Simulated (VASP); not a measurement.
Set up this calculation in VASP 6.6.1, as the native input.

* Task: single point
* Functional: PBEsol
* Dispersion: D4
* Potentials or basis: VASP PAW PBE potentials, release 64 (Cd, Se)
* Cutoff: 520 eV
* k mesh: 8 × 8 × 8
* Occupations: fermi-dirac, width 0.05 eV
* Spin: no spin polarisation
* Dipole correction: no
* Further INCAR settings: ALGO = Normal; EDIFF = 1e-06; NBANDS = 16

The structure of CdSe lies in POSCAR:

```
CdSe
1.0
    0.0000000000      3.0209831309      3.0209831309
    3.0209831309      0.0000000000      3.0209831309
    3.0209831309      3.0209831309      0.0000000000
Cd Se
1 1
Direct
    0.0000000000      0.0000000000      0.0000000000
    0.2500000000      0.2500000000      0.2500000000
```

These files were run (other wordings do the same):

INCAR

```
PREC = Accurate ; ENCUT = 520
EDIFF = 1E-6 ; ISMEAR = -1
SIGMA = 0.05 ; LREAL = False
LASPH = True ; NELM = 80
ALGO = Normal ; ISIF = 2
LWAVE = False ; LCHARG = True
GGA = PS ; IVDW = 13
LELF = True ; LVHAR = True
NBANDS = 16
```

KPOINTS

```
Automatic mesh
0
Gamma
  8 8 8
```

Potentials or basis: VASP PAW PBE potentials, release 64 (Cd, Se).

Run with:

```console
$ cat potpaw_PBE.64/Cd/POTCAR potpaw_PBE.64/Se/POTCAR > POTCAR
$ mpirun -np 1 vasp_std > vasp.out
```

Results of the run:

The pressure is 0.4 GPa and the band gap on the k mesh is 0.52 eV. The dispersion energy per atom is -0.196 eV.

Caveat: the PAW data sets were made with another functional, which shifts forces and pressure a little.

It took 33 s on 1 thread of Intel Xeon 8259CL, with other jobs on the host, peak memory 0.18 GiB.
